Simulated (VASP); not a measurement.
SnCl: relaxation of cell and atoms with PBE

SnCl:

```
CELL_PARAMETERS angstrom
3.65595 0.00000 0.00000
-1.82798 3.16615 0.00000
0.00000 0.00000 5.78299
ATOMIC_POSITIONS crystal
Sn 0.00000 0.00000 0.00000
Cl 0.00000 0.00000 0.50000
```

```json
{
  "Program": "VASP 6.6.1",
  "Task": "relaxation of cell and atoms",
  "Functional": "PBE",
  "Potentials or basis": "VASP PAW PBE potentials, release 64 (Sn_d, Cl)",
  "Cutoff": "600 eV",
  "k mesh": "6 × 6 × 4",
  "Occupations": "gaussian, width 0.1 eV",
  "Spin": "no spin polarisation",
  "Dipole correction": "no",
  "Further INCAR settings": "ALGO = Normal; EDIFF = 1e-06; IBRION = 2; EDIFFG = -0.04; NSW = 90; ISIF = 3"
}
```

| Item | Value |
| --- | --- |
| Relaxed volume | 27.67 Å³/atom |
| Relaxed cell | a = 3.470 Å, b = 3.470 Å, c = 5.306 Å, α = 90.00°, β = 90.00°, γ = 120.00° |
| Space group after relaxing (to 0.05 Å) | P6/mmm (No. 191) |
| Energy gained by relaxing | 137.3 meV/atom |
| Ionic steps | 7 |
| Pressure after relaxing | 0.1 GPa |

Step by step:
```
step  energy change (eV)  largest force (eV/Å)  pressure (GPa)  volume (Å³)
   1              0.0000                0.0000           -5.15        66.94
   2             -0.1463                0.0000            2.69        56.81
   3             -0.2437                0.0000           -1.27        60.26
   4             -0.2437                0.0000           -1.11        60.13
   5             -0.2658                0.0000           -0.61        57.93
   6             -0.2741                0.0000           -0.20        56.16
   7             -0.2746                0.0000            0.09        55.34
```

Final structure:
```yaml
crystal:
  lattice:
    - [3.47028, 0.00000, 0.00000]
    - [-1.73514, 3.00535, 0.00000]
    - [0.00000, 0.00000, 5.30614]
  atoms:
    - { symbol: Sn, position: [0.00000, 0.00000, 0.00000] }
    - { symbol: Cl, position: [0.00000, 0.00000, 0.50000] }
```

Levels at points of the mesh, in eV from the Fermi level:
```csv
k point,band 8,band 9,band 10,band 11,band 12,band 13
"(0.00, 0.00, 0.00)",-5.24,-1.00,-1.00,4.75,7.15,7.15
"(0.50, 0.00, 0.00)",-4.36,-4.17,-1.60,-1.19,4.44,5.34
"(0.00, 0.00, 0.50)",-1.73,-0.91,-0.91,0.91,6.46,6.46
"(0.50, 0.00, 0.50)",-3.52,-2.42,-1.47,-0.42,3.21,3.81
```

Run time: 49 s on 1 thread of Intel(R) Xeon(R) 6975P-C (Granite Rapids), on a shared host, peak memory 0.22 GiB.

Caveat: the volume moved by over 15 % at a fixed basis, so the end points are rough; spin-orbit coupling is left out, which moves the levels of the heavy elements; an odd number of electrons without spin polarisation forces a metal; a magnetic or distorted state may lie lower.
